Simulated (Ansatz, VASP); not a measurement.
One calculation of Ba2SrN2, two programs

The input INCAR:

```
SYSTEM = Ba2SrN2
ALGO     = Normal         ! electronic algorithm
EDIFF    = 1E-6           ! SCF threshold, eV
ENCUT    = 520            ! plane-wave cutoff, eV
GGA      = PE             ! functional
ISIF     = 2              ! what is computed and relaxed
ISMEAR   = -1             ! smearing method
IVDW     = 13             ! dispersion correction
LASPH    = .True.         ! aspherical terms in the spheres
LCHARG   = .False.        ! write CHGCAR
LREAL    = .False.        ! projectors in reciprocal space
LWAVE    = .False.        ! write WAVECAR
NBANDS   = 28             ! bands
NELM     = 100            ! most SCF steps
PREC     = Accurate       ! precision mode
SIGMA    = 0.05           ! smearing width, eV
```

Contents of KPOINTS:

```
k-points
0
Gamma
  6 6 2
  0 0 0
```

The input POSCAR:

```
Ba2SrN2
1.0
    3.8639412292      0.0000000000      0.0000000000
   -1.9319706146      3.3462713267      0.0000000000
    0.0000000000      0.0000000000     10.3816351091
Ba Sr N
2 1 2
Direct
    0.6666666667      0.3333333333      0.2154780000
    0.3333333333      0.6666666667      0.7845220000
    0.0000000000      0.0000000000      0.5000000000
    0.6666666667      0.3333333333      0.6607440000
    0.3333333333      0.6666666667      0.3392560000
```

Input for Ansatz:

```yaml
crystal:
  lattice:
    - [3.863941229198435, 0.0, 0.0]
    - [-1.9319706145992175, 3.3462713266670976, 0.0]
    - [0.0, 0.0, 10.38163510909899]
  atoms:
    - { symbol: Ba, position: [0.6666666666666666, 0.3333333333333333, 0.215478] }
    - { symbol: Ba, position: [0.3333333333333333, 0.6666666666666666, 0.784522] }
    - { symbol: Sr, position: [0.0, 0.0, 0.5] }
    - { symbol: "N", position: [0.6666666666666666, 0.3333333333333333, 0.660744] }
    - { symbol: "N", position: [0.3333333333333333, 0.6666666666666666, 0.339256] }
kpoints:
  mp_grid:
    grid: [6, 6, 2]
hamiltonian:
  xc: pbe
  dispersion: d4
  pseudopotentials:
    kind: nc
scf:
  occupations:
    method: fermi_dirac
    width: 0.05
output:
  stress: true
```

Alike in both runs: task single point; functional PBE; dispersion D4; k mesh 6 × 6 × 2; occupations fermi-dirac, width 0.05 eV; no spin polarisation.

|  | VASP | Ansatz |
| --- | --- | --- |
| version | VASP 6.6.1 | Ansatz 0.2.0 |
| potentials or method | VASP PAW PBE potentials, release 64 (Ba_sv, Sr_sv, N) | plane waves, norm-conserving potentials |
| plane-wave cutoff (eV) | 520 | 1240 |
| valence electrons in the cell | 40 | 40 |

|  | VASP | Ansatz | Ansatz less VASP |
| --- | --- | --- | --- |
| pressure (GPa) | 1.3 | 0.0 | -1.29 |
| traceless stress, the component that is largest in VASP (GPa) | -0.05 | 0.18 | +0.229 |

Spin-orbit coupling is off throughout.
